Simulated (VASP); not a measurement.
Runs of VASP 6.6.1 on CdTe. The structure is that of space group F-43m (No. 216), or close to it. The cells are those of the table. 

```tsv
task	level	cell	gap on the mesh (eV)	pressure (GPa)
electric field gradients	PBEsol	a = 4.672 Å, angles 60.0°, 2 atoms	0.49	-1.8
single point	PBE	a = 4.642 Å, angles 60.0°, 2 atoms	(b)	(a)
single point	PBEsol	a = 4.642 Å, angles 60.0°, 2 atoms	0.55	-1.2
electric field gradients	PBEsol	a = 4.610 Å, angles 60.0°, 2 atoms	0.61	-0.4
single point	PBEsol	a = 4.610 Å, angles 60.0°, 2 atoms	0.61	-0.4
```

Alike in all rows: potentials or basis VASP PAW PBE potentials, release 64 (Cd, Te); no spin polarisation; k mesh 7 × 7 × 7; cutoff (eV) 520; smearing fermi-dirac 0.01 eV.

Problem. Fill in the values left out.

Solution. (a) 1.0; (b) 0.66.

Caveats: spin-orbit coupling is left out, which moves the levels of the heavy elements; the PAW data sets were made with another functional, which shifts forces and pressure a little (some runs).

A k mesh can miss the band edges, and the runs leave out spin-orbit coupling on Cd, Te.
